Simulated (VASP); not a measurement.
Runs of VASP 6.6.1 on AlN. The structure is that of space group Fm-3m (No. 225), or close to it. The cells are those of the table. 

| cell | gap on the mesh (eV) | pressure (GPa) |
| --- | --- | --- |
| a = 2.839 Å, angles 60.0°, 2 atoms | 4.66 | -0.4 |
| a = 2.803 Å, angles 60.0°, 2 atoms | (b) | 11.1 |
| a = 2.766 Å, angles 60.0°, 2 atoms | (a) | 25.0 |
| a = 2.747 Å, angles 60.0°, 2 atoms | 4.95 | 33.0 |

Alike in all rows: task single point; level LDA; potentials or basis VASP PAW LDA potentials, release 64 (Al, N); no spin polarisation; k mesh 8 × 8 × 8; cutoff (eV) 600; smearing gaussian 0.01 eV.

Task: Estimate the missing entries.

Result: (a) 5.00; (b) 5.04.

A k mesh can miss the band edges.
